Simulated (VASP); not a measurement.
A run of VASP 6.6.1 is set up as follows.

Contents of POSCAR:

```
Ge
1.0
    0.0000000000      2.8641037698      2.8641037698
    2.8641037698      0.0000000000      2.8641037698
    2.8641037698      2.8641037698      0.0000000000
Ge
2
Direct
    0.5000000000      0.5000000000      0.5000000000
    0.7500000000      0.7500000000      0.7500000000
```

File INCAR.step1:

```
ALGO = Normal
EDIFF = 1E-4
ENCUT = 520
GGA = PE
ISMEAR = 0
LASPH = T
LCHARG = F
LREAL = F
LWAVE = T
NBANDS = 21
NELM = 80
PREC = Accurate
SIGMA = 0.05
```

The input INCAR.step2:

```
ALGO = Normal
EDIFF = 1E-6
ENCUT = 520
ISIF = 2
ISMEAR = 0
ISTART = 1
LASPH = T
LCHARG = F
LMIXTAU = T
LREAL = F
LWAVE = F
METAGGA = R2SCAN
NBANDS = 21
NELM = 80
PREC = Accurate
SIGMA = 0.05
```

KPOINTS

```
k-points
0
Gamma
  12 12 12
```

Potentials or basis: VASP PAW PBE potentials, release 64 (Ge_d).

Command:

```bash
$ cat potpaw_PBE.64/Ge_d/POTCAR > POTCAR
$ cp INCAR.step1 INCAR
$ mpirun -np 1 vasp_std > vasp.out
$ cp INCAR.step2 INCAR
$ mpirun -np 1 vasp_std > vasp.out
```

Problem. Predict the pressure.

Solution. -1.8 GPa.

Problem. Predict the band gap on the k mesh.

Solution. 0.05 eV, direct.

Caveat: the PAW data sets were made with another functional, which shifts forces and pressure a little. A k mesh can miss the band edges.
